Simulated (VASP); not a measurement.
# BaTiO3 (Pm-3m) in VASP: further runs

BaTiO3 is run at these levels: PBE; tasks: single point.

Program: VASP 6.6.1. These are calculated values, not measurements. Logs are shortened: lines on timing, memory, paths and dates and some standing lists are left out, and cuts for length are marked.

### 1 The cell of the first run

It takes space group Pm-3m (No. 221, cubic). The conventional cell has a = 3.965 Å, b = 3.965 Å, c = 3.965 Å, α = 90.00°, β = 90.00°, γ = 90.00°. Within 3.7 Å of Ba (site symmetry m-3m) lie 12 O at 2.80 Å and 8 Ti at 3.43 Å. Within 2.6 Å of Ti (site symmetry m-3m) lie 6 O at 1.98 Å. Within 2.6 Å of O (site symmetry 4/mmm) lie 2 Ti at 1.98 Å.

### 2 Single point, PBE (12.47 Å³/atom)

File INCAR:

```
SYSTEM = BaTiO3
ALGO = Normal
EDIFF = 1E-6
ENCUT = 520
GGA = PE
ISIF = 2
ISMEAR = 0
LASPH = .True.
LCHARG = .False.
LREAL = .False.
LWAVE = .False.
NBANDS = 28
NELM = 80
PREC = Accurate
SIGMA = 0.05
```

File KPOINTS:

```
k-points
0
Gamma
  6 6 6
  0 0 0
```

File POSCAR:

```
BaTiO3
1.0
    3.9649423279      0.0000000000      0.0000000000
    0.0000000000      3.9649423279      0.0000000000
    0.0000000000      0.0000000000      3.9649423279
Ba Ti O
1 1 3
Direct
    0.5000000000      0.5000000000      0.5000000000
    0.0000000000      0.0000000000      0.0000000000
    0.5000000000      0.0000000000      0.0000000000
    0.0000000000      0.5000000000      0.0000000000
    0.0000000000      0.0000000000      0.5000000000
```

Potentials or basis: VASP PAW PBE potentials, release 64 (Ba_sv, Ti_sv, O).

The run is started by

```sh
cat potpaw_PBE.64/Ba_sv/POTCAR potpaw_PBE.64/Ti_sv/POTCAR potpaw_PBE.64/O/POTCAR > POTCAR
mpirun -np 1 vasp_std > vasp.out
```

OUTCAR:

```text
SYSTEM = BaTiO3
   EDIFF = 1E-6
   ENCUT = 520
   GGA = PE
   ISIF = 2
   ISMEAR = 0
   LASPH = .True.
   LREAL = .False.
   NELM = 80
   PREC = Accurate

 ion  position               nearest neighbor table
   1  0.500  0.500  0.500-   3 2.80   4 2.80   5 2.80   3 2.80   4 2.80   3 2.80   5 2.80   3 2.80
                             4 2.80   5 2.80   4 2.80   5 2.80   2 3.43   2 3.43   2 3.43   2 3.43
   2  0.000  0.000  0.000-   3 1.98   4 1.98   5 1.98   5 1.98   4 1.98   3 1.98   1 3.43   1 3.43
                             1 3.43   1 3.43   1 3.43   1 3.43   1 3.43   1 3.43
   3  0.500  0.000  0.000-   2 1.98   2 1.98   1 2.80   1 2.80   1 2.80   1 2.80
   4  0.000  0.500  0.000-   2 1.98   2 1.98   1 2.80   1 2.80   1 2.80   1 2.80
   5  0.000  0.000  0.500-   2 1.98   2 1.98   1 2.80   1 2.80   1 2.80   1 2.80

  LATTYP: Found a simple cubic cell.
 ALAT       =     3.9649423279

  Lattice vectors:

 A1 = (   3.9649423279,   0.0000000000,   0.0000000000)
 A2 = (   0.0000000000,   3.9649423279,   0.0000000000)
 A3 = (   0.0000000000,   0.0000000000,   3.9649423279)

Analysis of symmetry for initial positions (statically):
=====================================================================
 Subroutine PRICEL returns:
 Original cell was already a primitive cell.

 Routine SETGRP: Setting up the symmetry group for a
 simple cubic supercell.

 Subroutine GETGRP returns: Found 48 space group operations
 (whereof 48 operations were pure point group operations)
 out of a pool of 48 trial point group operations.

The static configuration has the point symmetry O_h .

Analysis of symmetry for dynamics (positions and initial velocities):
=====================================================================
 Subroutine PRICEL returns:
 Original cell was already a primitive cell.

 Routine SETGRP: Setting up the symmetry group for a
 simple cubic supercell.

 Subroutine GETGRP returns: Found 48 space group operations
 (whereof 48 operations were pure point group operations)
 out of a pool of 48 trial point group operations.

The dynamic configuration has the point symmetry O_h .

 Subroutine INISYM returns: Found 48 space group operations
 (whereof 48 operations are pure point group operations),
 and found     1 'primitive' translations

----------------------------------------------------------------------------------------

                                     Primitive cell

  volume of cell :      62.3319

  direct lattice vectors                    reciprocal lattice vectors
     3.964942328  0.000000000  0.000000000     0.252210478  0.000000000  0.000000000
     0.000000000  3.964942328  0.000000000     0.000000000  0.252210478  0.000000000
     0.000000000  0.000000000  3.964942328     0.000000000  0.000000000  0.252210478

  length of vectors
     3.964942328  3.964942328  3.964942328     0.252210478  0.252210478  0.252210478

  position of ions in fractional coordinates (direct lattice)
     0.500000000  0.500000000  0.500000000
     0.000000000  0.000000000  0.000000000
     0.500000000  0.000000000  0.000000000
     0.000000000  0.500000000  0.000000000
     0.000000000  0.000000000  0.500000000

  ion indices of the primitive-cell ions
   primitive index   ion index
                 1           1
                 2           2
                 3           3
                 4           4
                 5           5

----------------------------------------------------------------------------------------

 KPOINTS: k-points

Automatic generation of k-mesh.
 Grid dimensions read from file:
 generate k-points for:    6    6    6

 Generating k-lattice:

  Cartesian coordinates                     Fractional coordinates (reciprocal lattice)
     0.042035080  0.000000000  0.000000000     0.166666667  0.000000000  0.000000000
     0.000000000  0.042035080  0.000000000     0.000000000  0.166666667  0.000000000
     0.000000000  0.000000000  0.042035080     0.000000000  0.000000000  0.166666667

  Length of vectors
     0.042035080  0.042035080  0.042035080

  Shift w.r.t. Gamma in fractional coordinates (k-lattice)
     0.000000000  0.000000000  0.000000000

 Subroutine IBZKPT returns following result:
 ===========================================

 Found     20 irreducible k-points:

 Following reciprocal coordinates:
            Coordinates               Weight
  0.000000  0.000000  0.000000      1.000000
  0.166667  0.000000  0.000000      6.000000
  0.333333  0.000000  0.000000      6.000000
  0.500000  0.000000  0.000000      3.000000
  0.166667  0.166667  0.000000     12.000000
  0.333333  0.166667  0.000000     24.000000
[... 12 lines left out ...]
  0.500000  0.500000  0.333333      6.000000
  0.500000  0.500000  0.500000      1.000000
   k-points           NKPTS =     20   k-points in BZ     NKDIM =     20   number of bands    NBANDS=     28
   number of dos      NEDOS =    301   number of ions     NIONS =      5
   total plane-waves  NPLWV =  27000
   dimension x,y,z NGX =    30 NGY =   30 NGZ =   30
   dimension x,y,z NGXF=    60 NGYF=   60 NGZF=   60
   ions per type =               1   1   3
   NGX,Y,Z   is equivalent  to a cutoff of  12.58, 12.58, 12.58 a.u.
   NGXF,Y,Z  is equivalent  to a cutoff of  25.16, 25.16, 25.16 a.u.
 SYSTEM =  BaTiO3
   PREC   = accura    normal or accurate (medium, high low for compatibility)
   ISTART =      0    job   : 0-new  1-cont  2-samecut
   ICHARG =      2    charge: 1-file 2-atom 10-const
   ISPIN  =      1    spin polarized calculation?
   LNONCOLLINEAR =      F non collinear calculations
   LSORBIT =      F    spin-orbit coupling
   LASPH  =      T    aspherical Exc in radial PAW
   ENCUT  =  520.0 eV  38.22 Ry    6.18 a.u.   7.37  7.37  7.37*2*pi/ulx,y,z
   NELM   =     80;   NELMIN=  2; NELMDL= -5     # of ELM steps
   EDIFF  = 0.1E-05   stopping-criterion for ELM
   LREAL  =      F    real-space projection
   EDIFFG = 0.1E-04   stopping-criterion for IOM
   NSW    =      0    number of steps for IOM
   IBRION =     -1    ionic relax: 0-MD 1-quasi-New 2-CG
   NFREE  =      0    steps in history (QN), initial steepest desc. (CG)
   ISIF   =      2    stress and relaxation
   ISYM   =      2    0-nonsym 1-usesym 2-fastsym
   POTIM  = 0.5000    time-step for ionic-motion
   TEBEG  =    0.0;   TEEND  =   0.0 temperature during run
   PSTRESS=    0.0 pullay stress
   NELECT =      40.0000    total number of electrons
   NUPDOWN=      -1.0000    fix difference up-down
   EMIN   =  10.00;   EMAX   =-10.00  energy-range for DOS
   EFERMI =   0.00;   METHOD = LEGACY
   ISMEAR =     0;   SIGMA  =   0.05  broadening in eV -4-tet -1-fermi 0-gaus
   EFERMI_NEDOS =   21; number of points for ismear=-14 and -15
   IALGO  =     38    algorithm
   IMIX   =      4    mixing-type and parameters
     AMIX     =   0.40;   BMIX     =  1.00
     AMIX_MAG =   1.60;   BMIX_MAG =  1.00
  volume/ion in A,a.u.               =      12.47        84.13
  Fermi-wavevector in a.u.,A,eV,Ry     =   1.412076  2.668436 27.129439  1.993958
  Thomas-Fermi vector in A             =   2.533861
   LORBIT       =      0    0 simple, 1 ext, 2 COOP (PROOUT), +10 PAW based schemes
   GGA     = PE    functional components
   LHFCALC =     F    Hartree Fock is set to
   AEXX    =    0.0000 exact exchange contribution
   IVDW    =     0    specifies the selected vdW correction
   LEPSILON=     F    determine dielectric tensor
   LRPA    =     F    only Hartree local field effects (RPA)
 non-spin polarized calculation
 Gauss-broadening in eV      SIGMA  =   0.05
  energy-cutoff  :      520.00
  volume of cell :       62.33
 maximum number of plane-waves:      1743
 NGX is ok and might be reduce to    30
   NGX = 15   NGY = 15   NGZ = 15

 number of electron      39.9999979 magnetization

 Free energy of the ion-electron system (eV)
  ---------------------------------------------------
  ext. energy  EPLUGINS =         0.00000000
  ---------------------------------------------------
  free energy    TOTEN  =       -39.89144766 eV

  energy without entropy =      -39.89144766  energy(sigma->0) =      -39.89144766

 E-fermi :   4.3515     XC(G=0): -11.4101

 val. band max:        4.0558195016   @ k =   0.5000   0.5000   0.5000
 cond. band min:       5.8561907500   @ k =   0.0000   0.0000   0.0000
 fundamental gap:      1.8003712484
 Fermi energy:         4.3515196958

 k-point     1 :       0.0000    0.0000    0.0000
  band No.  band energies     occupation
      1     -52.4626      2.00000
      2     -28.6896      2.00000
      3     -28.6896      2.00000
      4     -28.6896      2.00000
      5     -20.6959      2.00000
      6     -12.9013      2.00000
[... 20 lines left out ...]
     27       9.1374      0.00000
     28      11.7563      0.00000

 k-point     2 :       0.1667    0.0000    0.0000
  band No.  band energies     occupation
      1     -52.4623      2.00000
      2     -28.7048      2.00000
      3     -28.6890      2.00000
      4     -28.6890      2.00000
      5     -20.6618      2.00000
      6     -12.9319      2.00000
[... 20 lines left out ...]
     27       9.6943      0.00000
     28      12.4208      0.00000

 k-point     3 :       0.3333    0.0000    0.0000
  band No.  band energies     occupation
      1     -52.4617      2.00000
      2     -28.7350      2.00000
      3     -28.6878      2.00000
      4     -28.6878      2.00000
      5     -20.5918      2.00000
      6     -13.0857      2.00000
[... 20 lines left out ...]
     27      10.9979      0.00000
     28      12.4675      0.00000

 k-point     4 :       0.5000    0.0000    0.0000
  band No.  band energies     occupation
      1     -52.4614      2.00000
      2     -28.7500      2.00000
      3     -28.6872      2.00000
      4     -28.6872      2.00000
      5     -20.5559      2.00000
      6     -13.1844      2.00000
[... 454 lines left out ...]
     27      11.9118      0.00000
     28      12.0084      0.00000

 k-point    19 :       0.5000    0.5000    0.3333
  band No.  band energies     occupation
      1     -52.4593      2.00000
      2     -28.7437      2.00000
      3     -28.7437      2.00000
      4     -28.7286      2.00000
      5     -20.4123      2.00000
      6     -12.1203      2.00000
[... 20 lines left out ...]
     27      11.6432      0.00000
     28      12.0374      0.00000

 k-point    20 :       0.5000    0.5000    0.5000
  band No.  band energies     occupation
      1     -52.4590      2.00000
      2     -28.7429      2.00000
      3     -28.7429      2.00000
      4     -28.7429      2.00000
      5     -20.3932      2.00000
      6     -11.9590      2.00000
[... 20 lines left out ...]
     27      12.0376      0.00000
     28      12.0376      0.00000

------------------------ aborting loop because EDIFF is reached ----------------------------------------

  FORCE on cell =-STRESS in cart. coord.  units (eV):
  Direction    XX          YY          ZZ          XY          YZ          ZX
  --------------------------------------------------------------------------------------
  -------------------------------------------------------------------------------------
  Total        3.6089512      3.6089512      3.6089512      0.0000000     -0.0000000      0.0000000
  in kB       92.7643214     92.7643214     92.7643214      0.0000000     -0.0000000      0.0000000
  external PRESSURE =      92.7643214 kB  Pullay stress =       0.0000000 kB

 VOLUME and BASIS-vectors are now :
 -----------------------------------------------------------------------------
  energy-cutoff  :      520.00
  volume of cell :       62.33
      direct lattice vectors                 reciprocal lattice vectors
     3.964942328  0.000000000  0.000000000     0.252210478  0.000000000  0.000000000
     0.000000000  3.964942328  0.000000000     0.000000000  0.252210478  0.000000000
     0.000000000  0.000000000  3.964942328     0.000000000  0.000000000  0.252210478

 POSITION                                       TOTAL-FORCE (eV/Angst)
 -----------------------------------------------------------------------------------
      1.98247      1.98247      1.98247         0.000000      0.000000      0.000000
      0.00000      0.00000      0.00000         0.000000      0.000000      0.000000
      1.98247      0.00000      0.00000         0.000000      0.000000      0.000000
      0.00000      1.98247      0.00000         0.000000      0.000000      0.000000
      0.00000      0.00000      1.98247         0.000000      0.000000      0.000000
 -----------------------------------------------------------------------------------
    total drift:                                0.000000     -0.000000      0.000000

  FREE ENERGIE OF THE ION-ELECTRON SYSTEM (eV)
  ---------------------------------------------------
  free  energy   TOTEN  =       -39.8914476628 eV

  energy  without entropy=      -39.8914476628  energy(sigma->0) =      -39.89144766
```

Run time: 33 s. Hardware: 1 thread of Intel Xeon Platinum 8488C (Sapphire Rapids), shared host; peak memory 0.18 GiB.

What came out:

```yaml
Free_energy: -39.8914 eV
Pressure: 9.3 GPa
Band_gap_on_the_k_mesh: 1.80 eV (least direct gap 1.92 eV)
```

Caveat: the cell stands under pressure; spin-orbit coupling is left out, which moves the levels of the heavy elements.

### 3 Single point, PBE (12.73 Å³/atom)

This run uses another cell than the first one, of 12.73 Å³/atom.

File INCAR:

```
  ALGO = Normal
  EDIFF = 1E-7
  ENCUT = 520
  GGA = PE
  ISIF = 2
  ISMEAR = 0
  LASPH = T
  LCHARG = F
  LREAL = F
  LWAVE = F
  NBANDS = 28
  NELM = 60
  PREC = Accurate
  SIGMA = 0.05
```

File KPOINTS:

```
k-points
0
Gamma
  6 6 6
```

Edit POSCAR of step 2 so:

```diff
@@ -2,5 +2,5 @@
 1.0
-    3.9649423279      0.0000000000      0.0000000000
-    0.0000000000      3.9649423279      0.0000000000
-    0.0000000000      0.0000000000      3.9649423279
+    3.9922876218      0.0000000000      0.0000000000
+    0.0000000000      3.9922876218      0.0000000000
+    0.0000000000      0.0000000000      3.9922876218
 Ba Ti O
```

Potentials or basis: VASP PAW PBE potentials, release 64 (Ba_sv, Ti_sv, O).

The run is started by

```sh
cat potpaw_PBE.64/Ba_sv/POTCAR potpaw_PBE.64/Ti_sv/POTCAR potpaw_PBE.64/O/POTCAR > POTCAR
mpirun -np 1 vasp_std > vasp.out
```

Wall time 33 s (1 thread of Intel Xeon Platinum 8488C (Sapphire Rapids), shared host); peak memory 0.18 GiB.

Results (log left out):

```yaml
Free_energy: -39.9515 eV
Pressure: 5.3 GPa
Band_gap_on_the_k_mesh: 1.76 eV (least direct gap 1.90 eV)
```

Levels at points of the mesh, in eV from the valence-band top:
| k point | band 16 | band 17 | band 18 | band 19 | band 20 | band 21 | band 22 | band 23 | band 24 | band 25 |
| --- | --- | --- | --- | --- | --- | --- | --- | --- | --- | --- |
| (0.00, 0.00, 0.00) | -1.10 | -1.10 | -0.14 | -0.14 | -0.14 | 1.76 | 1.76 | 1.76 | 3.95 | 3.95 |
| (0.50, 0.00, 0.00) | -1.94 | -1.84 | -1.84 | -0.71 | -0.71 | 1.92 | 3.52 | 3.52 | 3.96 | 6.00 |
| (0.50, 0.50, 0.00) | -2.72 | -1.72 | -0.87 | -0.87 | -0.09 | 3.53 | 3.53 | 3.95 | 4.82 | 7.75 |
| (0.50, 0.50, 0.50) | -2.40 | -2.40 | 0.00 | 0.00 | 0.00 | 4.20 | 4.20 | 4.20 | 6.76 | 6.76 |

Caveat: the cell stands under pressure; spin-orbit coupling is left out, which moves the levels of the heavy elements.

### 4 Single point, PBE (13.25 Å³/atom)

This run uses another cell than the first one, of 13.25 Å³/atom.

File INCAR:

```
ALGO = Normal
EDIFF = 1E-7
ENCUT = 520
GGA = PE
ISIF = 2
ISMEAR = 0
LASPH = True
LCHARG = True
LELF = True
LREAL = False
LVHAR = True
LWAVE = False
NBANDS = 28
NELM = 60
PREC = Accurate
SIGMA = 0.05
```

KPOINTS is that of step 3.

Edit POSCAR of step 3 so:

```diff
@@ -2,5 +2,5 @@
 1.0
-    3.9922876218      0.0000000000      0.0000000000
-    0.0000000000      3.9922876218      0.0000000000
-    0.0000000000      0.0000000000      3.9922876218
+    4.0458817704      0.0000000000      0.0000000000
+    0.0000000000      4.0458817704      0.0000000000
+    0.0000000000      0.0000000000      4.0458817704
 Ba Ti O
```

The run is started by

```sh
cat potpaw_PBE.64/Ba_sv/POTCAR potpaw_PBE.64/Ti_sv/POTCAR potpaw_PBE.64/O/POTCAR > POTCAR
mpirun -np 1 vasp_std > vasp.out
```

Run time: 35 s. Hardware: 1 thread of Intel Xeon Platinum 8488C (Sapphire Rapids), shared host; peak memory 0.19 GiB.

The run converged. Its results:

| Item | Value |
| --- | --- |
| Free energy | -39.9831 eV |
| Pressure | -1.5 GPa |
| Band gap on the k mesh | 1.68 eV (least direct gap 1.85 eV) |

Levels at points of the mesh, in eV from the valence-band top:
```
           k point  band 17  band 18  band 19  band 20  band 21  band 22  band 23  band 24
(0.00, 0.00, 0.00)    -1.04    -0.17    -0.17    -0.17     1.68     1.68     1.68     3.68
(0.50, 0.00, 0.00)    -1.79    -1.79    -0.71    -0.71     1.82     3.32     3.32     3.69
(0.50, 0.50, 0.00)    -1.73    -0.89    -0.89    -0.09     3.33     3.33     3.73     4.49
(0.50, 0.50, 0.50)    -2.41     0.00     0.00     0.00     3.96     3.96     3.96     6.58
```

Caveat: spin-orbit coupling is left out, which moves the levels of the heavy elements. A k mesh can miss the band edges.

### 5 Overview

```csv
cell,gap on the mesh (eV),pressure (GPa)
"a = 3.965 Å, 5 atoms",1.80,9.3
"a = 3.992 Å, 5 atoms",1.76,5.3
"a = 4.046 Å, 5 atoms",1.68,-1.5
```

Alike in all rows: task single point; level PBE; potentials or basis VASP PAW PBE potentials, release 64 (Ba_sv, Ti_sv, O); no spin polarisation; k mesh 6 × 6 × 6; cutoff (eV) 520; smearing gaussian 0.05 eV.

Caveats: spin-orbit coupling is left out, which moves the levels of the heavy elements; the cell stands under pressure (at least some runs).

Absolute energies hang on the potentials; compare differences alone.
